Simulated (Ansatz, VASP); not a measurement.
One calculation of AgBr, two programs

```xyz
2
Lattice="0.0000 2.7921 2.7921 2.7921 0.0000 2.7921 2.7921 2.7921 0.0000" Properties=species:S:1:pos:R:3 pbc="T T T"
Ag    2.7921    2.7921    2.7921
Br    0.0000    0.0000    0.0000
```

Alike in both runs: functional LDA; k mesh 12 × 12 × 12; occupations gaussian, width 0.02 eV; no spin polarisation.

Ansatz relaxed the structure, and its values are those at the end. VASP's run is a single point on that final structure, the one shown.

|  | VASP | Ansatz |
| --- | --- | --- |
| version | VASP 6.6.1 | Ansatz 0.2.0 |
| potentials or method | VASP PAW LDA potentials, release 64 (Ag, Br), cutoff 500 eV | scalar-relativistic, plane waves, PAW |
| valence electrons in the cell | 18 | 26 |

|  | VASP | Ansatz | Ansatz less VASP |
| --- | --- | --- | --- |
| gap on the k mesh at the Fermi level (eV) | 0.42 | 0.38 | -0.035 |
| least direct gap on the mesh (eV) | 2.66 | 2.62 | -0.032 |
| pressure (GPa) | 0.1 | 0.0 | -0.10 |

LDA's correlation is that of Perdew and Zunger in VASP and of Perdew and Wang (1992) in Ansatz. VASP's potentials hold 18 valence electrons a cell and Ansatz's 26, so a difference there can come from the potentials and not from the codes.
